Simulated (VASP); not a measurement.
A run of VASP 6.6.1 is set up as follows.

INCAR

```
SYSTEM = I
PREC = Accurate
ENCUT = 520
EDIFF = 1E-6
ISMEAR = -1
SIGMA = 0.05
LREAL = .FALSE.
LASPH = .TRUE.
NELM = 60
ALGO = Normal
ISIF = 2
LWAVE = .FALSE.
LCHARG = .FALSE.
GGA = PE
NBANDS = 10
```

KPOINTS

```
Automatic mesh
0
G
  9 9 9
  0 0 0
```

File POSCAR:

```
I
1.0
    0.0000000000      2.4119965442      3.9865231326
    2.2352415877      0.0000000000      3.9865231326
    2.2352415877      2.4119965442      0.0000000000
I
1
Direct
    0.0000000000      0.0000000000      0.0000000000
```

Potentials or basis: VASP PAW PBE potentials, release 64 (I).

The run is started by

```bash
$ cat potpaw_PBE.64/I/POTCAR > POTCAR
$ mpirun -np 1 vasp_std > vasp.out
```

Task: What does it give for the pressure?

Result: -0.9 GPa.

Stress tensor (GPa, compression positive):
```
-1.32  0.00  0.00
 0.00 -1.86  0.00
 0.00  0.00  0.56
```

Caveat: an odd number of electrons without spin polarisation forces a metal; a magnetic or distorted state may lie lower.
